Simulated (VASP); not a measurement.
Wanted: the native input for a VASP 6.6.1 run.

* Task: single point
* Functional: PBE
* Potentials or basis: VASP PAW PBE potentials, release 64 (Hg, Te)
* Cutoff: 520 eV
* k mesh: 7 × 7 × 7
* Occupations: fermi-dirac, width 0.05 eV
* Spin: non-collinear spin, zero start, spin-orbit coupling
* Starting moments: [[0.0, 0.0, 0.0], [0.0, 0.0, 0.0]] μB
* Dipole correction: no
* Further INCAR settings: ALGO = Normal; EDIFF = 1e-07; NBANDS = 30

The structure of HgTe lies in POSCAR:

```
HgTe
1.0
   -3.0456030000      3.0456030000      1.5594100000
    3.0456030000     -3.0456030000      1.5594100000
    3.0456030000      3.0456030000     -1.5594100000
Hg Te
1 1
Direct
    0.7500000000      0.2500000000      0.5000000000
    0.0000000000      0.0000000000      0.0000000000
```

One way to write it, as run:

INCAR

```
SYSTEM = HgTe
ALGO = Normal
EDIFF = 1E-7
ENCUT = 520
GGA = PE
GGA_COMPAT = .False.
ISIF = 2
ISMEAR = -1
LASPH = .True.
LCHARG = .True.
LORBIT = 11
LORBMOM = .True.
LREAL = .False.
LSORBIT = .True.
LVHAR = .True.
LWAVE = .False.
MAGMOM = 0 0 0 0 0 0
NBANDS = 30
NELM = 150
PREC = Accurate
SIGMA = 0.05
```

KPOINTS

```
k-points
0
Gamma
  7 7 7
  0 0 0
```

Potentials or basis: VASP PAW PBE potentials, release 64 (Hg, Te).

Run with:

```console
$ cat potpaw_PBE.64/Hg/POTCAR potpaw_PBE.64/Te/POTCAR > POTCAR
$ mpirun -np 1 vasp_ncl > vasp.out
```

Results of the run:

```
Pressure                                              : -0.3 GPa
Net moment                                            : 0.00 μB per cell
Valence electrons inside the program's atomic spheres : Hg 10.43; Te 3.27
```

Wall time 6.7 min on 1 thread of AMD EPYC 7R43 64-Core Processor (Zen 3) (shared host), peak memory 0.42 GiB.
